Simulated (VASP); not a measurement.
# P: density of states with PBE

P:

```
CELL_PARAMETERS angstrom
-1.35471 1.35471 1.35471
1.35471 -1.35471 1.35471
1.35471 1.35471 -1.35471
ATOMIC_POSITIONS crystal
P 0.00000 0.00000 0.00000
```

This cell differs from its parent crystal: volume scaled by 0.7.

```yaml
Program: VASP 6.6.1
Task: density of states
Functional: PBE
Potentials_or_basis: VASP PAW PBE potentials, release 64 (P)
Cutoff: 520 eV
k_mesh: 17 × 17 × 17
Occupations: fermi-dirac, width 0.1 eV
Spin: no spin polarisation
Dipole_correction: no
k_mesh_for_the_DOS: 26 × 26 × 26
Occupations_for_the_DOS: tetrahedron
Further_INCAR_settings: ALGO = Normal; EDIFF = 1e-06
```

- Valence electrons inside the program's atomic spheres: P 2.48

Levels at points of the mesh, in eV from the Fermi level:
```tsv
k point	band 1	band 2	band 3	band 4	band 5	band 6
(0.00, 0.00, 0.00)	-20.90	11.40	11.40	11.40	12.93	12.93
(0.50, 0.00, 0.00)	-11.46	-11.21	3.93	6.73	7.42	9.96
(0.50, 0.50, 0.50)	-3.62	-3.62	-3.62	-0.85	0.19	0.19
```

Wall time 36 s on 1 thread of AMD EPYC 7R13 Processor (Zen 3), with other jobs on the host, peak memory 0.12 GiB.
